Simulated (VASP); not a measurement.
# Bi2S3 (Pnma) in VASP: single point with PBEsol

Aim: the single point of Bi2S3 with PBEsol.

Everything below comes from runs of VASP 6.6.1. Logs are shortened: lines on timing, memory, paths and dates and some standing lists are left out, and cuts for length are marked.

### 1 The cell of the first run

It takes space group Pnma (No. 62, orthorhombic). Conventional cell: a = 11.190 Å, b = 3.965 Å, c = 10.939 Å, α = 90.00°, β = 90.00°, γ = 90.00°. Within 3.6 Å of Bi (site symmetry m) lie 7 S at 2.70 to 3.27 Å. Bi (site symmetry m) has 7 S at 2.63 to 3.23 Å within 3.5 Å. Within 4.1 Å of S (site symmetry m) lie 5 Bi at 2.73 to 3.90 Å and 10 S at 3.27 to 4.01 Å. Within 4.1 Å of S (site symmetry m) lie 5 Bi at 2.63 to 2.98 Å and 11 S at 3.63 to 4.01 Å. S (site symmetry m) has 5 Bi at 2.70 to 3.23 Å and 9 S at 3.27 to 3.97 Å within 4.0 Å.

### 2 Single point, PBEsol

Contents of INCAR:

```
PREC     = Accurate       # precision mode
ENCUT    = 520            # plane-wave cutoff, eV
EDIFF    = 1E-6           # SCF threshold, eV
ISMEAR   = -1             # smearing method
SIGMA    = 0.02           # smearing width, eV
LREAL    = Auto         
LASPH    = True           # aspherical terms in the spheres
NELM     = 60             # most SCF steps
ALGO     = Normal         # electronic algorithm
ISIF     = 2              # what is computed and relaxed
LWAVE    = False          # write WAVECAR
LCHARG   = False          # write CHGCAR
GGA      = PS             # functional
NBANDS   = 112            # bands
```

Contents of KPOINTS:

```
Automatic mesh
0
Gamma
  2 6 2
```

Contents of POSCAR:

```
Bi2S3
1.0
   11.1899723570      0.0000000000      0.0000000000
    0.0000000000      3.9651691602      0.0000000000
    0.0000000000      0.0000000000     10.9386417279
Bi S
8 12
Direct
    0.4912133772      0.2500000000      0.3243855901
    0.0087866228      0.7500000000      0.8243855901
    0.9912133772      0.2500000000      0.1756144099
    0.5087866228      0.7500000000      0.6756144099
    0.3345442144      0.7500000000      0.0303713216
    0.1654557856      0.2500000000      0.5303713216
    0.8345442144      0.7500000000      0.4696286784
    0.6654557856      0.2500000000      0.9696286784
    0.2824854223      0.2500000000      0.1941032879
    0.2175145777      0.7500000000      0.6941032879
    0.7824854223      0.2500000000      0.3058967121
    0.7175145777      0.7500000000      0.8058967121
    0.5490090629      0.7500000000      0.1294777294
    0.9509909371      0.2500000000      0.6294777294
    0.0490090629      0.7500000000      0.3705222706
    0.4509909371      0.2500000000      0.8705222706
    0.3769380591      0.7500000000      0.4435749393
    0.1230619409      0.2500000000      0.9435749393
    0.8769380591      0.7500000000      0.0564250607
    0.6230619409      0.2500000000      0.5564250607
```

Potentials or basis: VASP PAW PBE potentials, release 64 (Bi_d, S).

On the command line:

```bash
> cat potpaw_PBE.64/Bi_d/POTCAR potpaw_PBE.64/S/POTCAR > POTCAR
> mpirun -np 1 vasp_std > vasp.out
```

OUTCAR:

```text
PREC = Accurate
   ENCUT = 520
   EDIFF = 1E-6
   ISMEAR = -1
   LREAL = Auto
   LASPH = True
   NELM = 60
   ISIF = 2
   GGA = PS

 ion  position               nearest neighbor table
   1  0.491  0.250  0.324-  17 2.70  17 2.70   9 2.74  20 2.94  13 2.98  13 2.98  11 3.27
   2  0.009  0.750  0.824-  18 2.70  18 2.70  10 2.74  19 2.94  14 2.98  14 2.98  12 3.27
   3  0.991  0.250  0.176-  19 2.70  19 2.70  11 2.74  18 2.94  15 2.98  15 2.98   9 3.27
   4  0.509  0.750  0.676-  20 2.70  20 2.70  12 2.74  17 2.94  16 2.98  16 2.98  10 3.27
   5  0.335  0.750  0.030-  13 2.63   9 2.73   9 2.73  16 2.95  16 2.95  18 3.23  18 3.23
   6  0.165  0.250  0.530-  14 2.63  10 2.73  10 2.73  15 2.95  15 2.95  17 3.23  17 3.23
   7  0.835  0.750  0.470-  15 2.63  11 2.73  11 2.73  14 2.95  14 2.95  20 3.23  20 3.23
   8  0.665  0.250  0.970-  16 2.63  12 2.73  12 2.73  13 2.95  13 2.95  19 3.23  19 3.23
   9  0.282  0.250  0.194-   5 2.73   5 2.73   1 2.74   3 3.27
  10  0.218  0.750  0.694-   6 2.73   6 2.73   2 2.74   4 3.27
  11  0.782  0.250  0.306-   7 2.73   7 2.73   3 2.74   1 3.27
  12  0.718  0.750  0.806-   8 2.73   8 2.73   4 2.74   2 3.27
  13  0.549  0.750  0.129-   5 2.63   8 2.95   8 2.95   1 2.98   1 2.98
  14  0.951  0.250  0.629-   6 2.63   7 2.95   7 2.95   2 2.98   2 2.98
  15  0.049  0.750  0.371-   7 2.63   6 2.95   6 2.95   3 2.98   3 2.98
  16  0.451  0.250  0.871-   8 2.63   5 2.95   5 2.95   4 2.98   4 2.98
  17  0.377  0.750  0.444-   1 2.70   1 2.70   4 2.94   6 3.23   6 3.23
  18  0.123  0.250  0.944-   2 2.70   2 2.70   3 2.94   5 3.23   5 3.23
  19  0.877  0.750  0.056-   3 2.70   3 2.70   2 2.94   8 3.23   8 3.23
  20  0.623  0.250  0.556-   4 2.70   4 2.70   1 2.94   7 3.23   7 3.23

  LATTYP: Found a simple orthorhombic cell.
 ALAT       =     3.9651691602
 B/A-ratio  =     2.7586822367
 C/A-ratio  =     2.8220668287

  Lattice vectors:

 A1 = (   0.0000000000,   3.9651691602,   0.0000000000)
 A2 = (   0.0000000000,   0.0000000000,  10.9386417279)
 A3 = (  11.1899723570,   0.0000000000,   0.0000000000)

Analysis of symmetry for initial positions (statically):
=====================================================================
 Subroutine PRICEL returns:
 Original cell was already a primitive cell.

 Routine SETGRP: Setting up the symmetry group for a
 simple orthorhombic supercell.

 Subroutine GETGRP returns: Found  8 space group operations
 (whereof  2 operations were pure point group operations)
 out of a pool of  8 trial point group operations.

The static configuration has the point symmetry S_2 .
 The point group associated with its full space group is D_2h.

Analysis of symmetry for dynamics (positions and initial velocities):
=====================================================================
 Subroutine PRICEL returns:
 Original cell was already a primitive cell.

 Routine SETGRP: Setting up the symmetry group for a
 simple orthorhombic supercell.

 Subroutine GETGRP returns: Found  8 space group operations
 (whereof  2 operations were pure point group operations)
 out of a pool of  8 trial point group operations.

The dynamic configuration has the point symmetry S_2 .
 The point group associated with its full space group is D_2h.

 Subroutine INISYM returns: Found  8 space group operations
 (whereof  2 operations are pure point group operations),
 and found     1 'primitive' translations

----------------------------------------------------------------------------------------

                                     Primitive cell

  volume of cell :     485.3490

  direct lattice vectors                    reciprocal lattice vectors
    11.189972357  0.000000000  0.000000000     0.089365726  0.000000000  0.000000000
     0.000000000  3.965169160  0.000000000     0.000000000  0.252196050  0.000000000
     0.000000000  0.000000000 10.938641728     0.000000000  0.000000000  0.091419029

  length of vectors
    11.189972357  3.965169160 10.938641728     0.089365726  0.252196050  0.091419029

  position of ions in fractional coordinates (direct lattice)
     0.491213377  0.250000000  0.324385590
     0.008786623  0.750000000  0.824385590
     0.991213377  0.250000000  0.175614410
     0.508786623  0.750000000  0.675614410
     0.334544214  0.750000000  0.030371322
     0.165455786  0.250000000  0.530371322
[... 12 lines left out ...]
     0.876938059  0.750000000  0.056425061
     0.623061941  0.250000000  0.556425061

  ion indices of the primitive-cell ions
   primitive index   ion index
                 1           1
                 2           2
                 3           3
                 4           4
                 5           5
                 6           6
[... 12 lines left out ...]
                19          19
                20          20

----------------------------------------------------------------------------------------

 KPOINTS: Automatic mesh

Automatic generation of k-mesh.
 Grid dimensions read from file:
 generate k-points for:    2    6    2

 Generating k-lattice:

  Cartesian coordinates                     Fractional coordinates (reciprocal lattice)
     0.044682863  0.000000000  0.000000000     0.500000000  0.000000000  0.000000000
     0.000000000  0.042032675  0.000000000     0.000000000  0.166666667  0.000000000
     0.000000000  0.000000000  0.045709514     0.000000000  0.000000000  0.500000000

  Length of vectors
     0.044682863  0.042032675  0.045709514

  Shift w.r.t. Gamma in fractional coordinates (k-lattice)
     0.000000000  0.000000000  0.000000000

 Subroutine IBZKPT returns following result:
 ===========================================

 Found     16 irreducible k-points:

 Following reciprocal coordinates:
            Coordinates               Weight
  0.000000  0.000000  0.000000      1.000000
  0.500000  0.000000  0.000000      1.000000
  0.000000  0.166667  0.000000      2.000000
  0.500000  0.166667  0.000000      2.000000
  0.000000  0.333333  0.000000      2.000000
  0.500000  0.333333  0.000000      2.000000
[... 8 lines left out ...]
  0.000000  0.500000  0.500000      1.000000
  0.500000  0.500000  0.500000      1.000000
   k-points           NKPTS =     16   k-points in BZ     NKDIM =     16   number of bands    NBANDS=    112
   number of dos      NEDOS =    301   number of ions     NIONS =     20
   total plane-waves  NPLWV = 211680
   dimension x,y,z NGX =    84 NGY =   30 NGZ =   84
   dimension x,y,z NGXF=   168 NGYF=   60 NGZF=  168
   ions per type =               8  12
   NGX,Y,Z   is equivalent  to a cutoff of  12.48, 12.58, 12.77 a.u.
   NGXF,Y,Z  is equivalent  to a cutoff of  24.96, 25.16, 25.53 a.u.
 SYSTEM =  unknown system
   PREC   = accura    normal or accurate (medium, high low for compatibility)
   ISTART =      0    job   : 0-new  1-cont  2-samecut
   ICHARG =      2    charge: 1-file 2-atom 10-const
   ISPIN  =      1    spin polarized calculation?
   LNONCOLLINEAR =      F non collinear calculations
   LSORBIT =      F    spin-orbit coupling
   LASPH  =      T    aspherical Exc in radial PAW
   ENCUT  =  520.0 eV  38.22 Ry    6.18 a.u.  20.81  7.37 20.34*2*pi/ulx,y,z
   NELM   =     60;   NELMIN=  2; NELMDL= -5     # of ELM steps
   EDIFF  = 0.1E-05   stopping-criterion for ELM
   LREAL  =      T    real-space projection
   EDIFFG = 0.1E-04   stopping-criterion for IOM
   NSW    =      0    number of steps for IOM
   IBRION =     -1    ionic relax: 0-MD 1-quasi-New 2-CG
   NFREE  =      0    steps in history (QN), initial steepest desc. (CG)
   ISIF   =      2    stress and relaxation
   ISYM   =      2    0-nonsym 1-usesym 2-fastsym
   POTIM  = 0.5000    time-step for ionic-motion
   TEBEG  =    0.0;   TEEND  =   0.0 temperature during run
   PSTRESS=    0.0 pullay stress
   NELECT =     192.0000    total number of electrons
   NUPDOWN=      -1.0000    fix difference up-down
   EMIN   =  10.00;   EMAX   =-10.00  energy-range for DOS
   EFERMI =   0.00;   METHOD = LEGACY
   ISMEAR =    -1;   SIGMA  =   0.02  broadening in eV -4-tet -1-fermi 0-gaus
   EFERMI_NEDOS =   21; number of points for ismear=-14 and -15
   IALGO  =     38    algorithm
   IMIX   =      4    mixing-type and parameters
     AMIX     =   0.40;   BMIX     =  1.00
     AMIX_MAG =   1.60;   BMIX_MAG =  1.00
  volume/ion in A,a.u.               =      24.27       163.76
  Fermi-wavevector in a.u.,A,eV,Ry     =   1.201777  2.271029 19.650456  1.444268
  Thomas-Fermi vector in A             =   2.337576
   LORBIT       =      0    0 simple, 1 ext, 2 COOP (PROOUT), +10 PAW based schemes
   GGA     = PS    functional components
   LHFCALC =     F    Hartree Fock is set to
   AEXX    =    0.0000 exact exchange contribution
   IVDW    =     0    specifies the selected vdW correction
   LEPSILON=     F    determine dielectric tensor
   LRPA    =     F    only Hartree local field effects (RPA)
 non-spin polarized calculation
  energy-cutoff  :      520.00
  volume of cell :      485.35
 maximum number of plane-waves:     13136
 NGX is ok and might be reduce to    84
   NGX = 41   NGY = 15   NGZ = 41

 number of electron     192.0000013 magnetization

 Free energy of the ion-electron system (eV)
  ---------------------------------------------------
  ext. energy  EPLUGINS =         0.00000000
  ---------------------------------------------------
  free energy    TOTEN  =       -94.79519981 eV

  energy without entropy =      -94.79519981  energy(sigma->0) =      -94.79519981

 E-fermi :   5.9904     XC(G=0): -10.0848

 val. band max:        5.5187966399   @ k =   0.5000   0.0000   0.0000
 cond. band min:       6.7763317584   @ k =   0.0000   0.0000   0.0000
 fundamental gap:      1.2575351184
 Fermi energy:         5.9904488772

 k-point     1 :       0.0000    0.0000    0.0000
  band No.  band energies     occupation
      1     -16.9511      2.00000
      2     -16.9505      2.00000
      3     -16.9471      2.00000
      4     -16.9470      2.00000
      5     -16.9351      2.00000
      6     -16.9341      2.00000
[... 100 lines left out ...]
    107       8.6336      0.00000
    108       8.7943      0.00000

 k-point     2 :       0.5000    0.0000    0.0000
  band No.  band energies     occupation
      1     -16.9505      2.00000
      2     -16.9505      2.00000
      3     -16.9473      2.00000
      4     -16.9473      2.00000
      5     -16.9347      2.00000
      6     -16.9347      2.00000
[... 1546 lines left out ...]
 k-point    16 :       0.5000    0.5000    0.5000
  band No.  band energies     occupation
      1     -16.9499      2.00000
      2     -16.9499      2.00000
      3     -16.9499      2.00000
      4     -16.9499      2.00000
      5     -16.9410      2.00000
      6     -16.9410      2.00000
[... 100 lines left out ...]
    107       9.2391      0.00000
    108       9.2391      0.00000
 [bands above 108 left out]

------------------------ aborting loop because EDIFF is reached ----------------------------------------

  FORCE on cell =-STRESS in cart. coord.  units (eV):
  Direction    XX          YY          ZZ          XY          YZ          ZX
  --------------------------------------------------------------------------------------
  -------------------------------------------------------------------------------------
  Total       -0.1012168     -0.1895420     -0.0474810      0.0000000     -0.0000000      0.0000000
  in kB       -0.3341251     -0.6256940     -0.1567388      0.0000000     -0.0000000      0.0000000
  external PRESSURE =      -0.3721860 kB  Pullay stress =       0.0000000 kB

 VOLUME and BASIS-vectors are now :
 -----------------------------------------------------------------------------
  energy-cutoff  :      520.00
  volume of cell :      485.35
      direct lattice vectors                 reciprocal lattice vectors
    11.189972357  0.000000000  0.000000000     0.089365726  0.000000000  0.000000000
     0.000000000  3.965169160  0.000000000     0.000000000  0.252196050  0.000000000
     0.000000000  0.000000000 10.938641728     0.000000000  0.000000000  0.091419029

 POSITION                                       TOTAL-FORCE (eV/Angst)
 -----------------------------------------------------------------------------------
      5.49666      0.99129      3.54834        -0.001071      0.000000      0.001734
      0.09832      2.97388      9.01766         0.001071     -0.000000      0.001734
     11.09165      0.99129      1.92098        -0.001071      0.000000     -0.001734
      5.69331      2.97388      7.39030         0.001071     -0.000000     -0.001734
      3.74354      2.97388      0.33222         0.004170     -0.000000     -0.003580
      1.85145      0.99129      5.80154        -0.004170     -0.000000     -0.003580
[... 12 lines left out ...]
      9.81291      2.97388      0.61721        -0.004170      0.000000      0.001712
      6.97205      0.99129      6.08653         0.004170     -0.000000      0.001712
 -----------------------------------------------------------------------------------
    total drift:                                0.000000      0.000000     -0.000000

  FREE ENERGIE OF THE ION-ELECTRON SYSTEM (eV)
  ---------------------------------------------------
  free  energy   TOTEN  =       -94.7951998086 eV

  energy  without entropy=      -94.7951998086  energy(sigma->0) =      -94.79519981
```

It took 20 min on 1 thread of Oxide Virtual Turin-like, shared host; peak memory 0.76 GiB.

Results:

```
Free energy            : -94.7952 eV
Pressure               : 0.0 GPa
Largest force          : 0.005 eV/Å
Band gap on the k mesh : 1.26 eV (least direct gap 1.33 eV)
```

Forces on the atoms (eV/Å):
```
Bi  -0.001  0.000  0.002
Bi   0.001  0.000  0.002
Bi  -0.001  0.000 -0.002
Bi   0.001  0.000 -0.002
Bi   0.004  0.000 -0.004
Bi  -0.004  0.000 -0.004
Bi   0.004  0.000  0.004
Bi  -0.004  0.000  0.004
S   -0.001  0.000  0.005
S    0.001  0.000  0.005
S   -0.001  0.000 -0.005
S    0.001  0.000 -0.005
S    0.001  0.000  0.000
S   -0.001  0.000  0.000
S    0.001  0.000  0.000
S   -0.001  0.000  0.000
S   -0.004  0.000 -0.002
S    0.004  0.000 -0.002
S   -0.004  0.000  0.002
S    0.004  0.000  0.002
```

Levels at points of the mesh, in eV from the valence-band top:
| k point | band 94 | band 95 | band 96 | band 97 | band 98 | band 99 |
| --- | --- | --- | --- | --- | --- | --- |
| (0.00, 0.00, 0.00) | -0.19 | -0.18 | -0.08 | 1.26 | 1.70 | 1.79 |
| (0.50, 0.00, 0.00) | -0.32 | 0.00 | 0.00 | 1.72 | 1.72 | 1.82 |
| (0.00, 0.50, 0.00) | -0.52 | -0.19 | -0.19 | 2.10 | 2.10 | 2.27 |
| (0.50, 0.50, 0.00) | -0.32 | -0.32 | -0.32 | 2.36 | 2.36 | 2.36 |
| (0.00, 0.00, 0.50) | -0.34 | -0.11 | -0.11 | 1.52 | 1.52 | 2.33 |
| (0.50, 0.00, 0.50) | -0.21 | -0.19 | -0.19 | 1.66 | 1.66 | 2.24 |
| (0.00, 0.50, 0.50) | -0.56 | -0.38 | -0.38 | 1.88 | 1.88 | 2.15 |
| (0.50, 0.50, 0.50) | -0.64 | -0.64 | -0.64 | 2.14 | 2.14 | 2.14 |

Caveat: the PAW data sets were made with another functional, which shifts forces and pressure a little; spin-orbit coupling is left out, which moves the levels of the heavy elements.
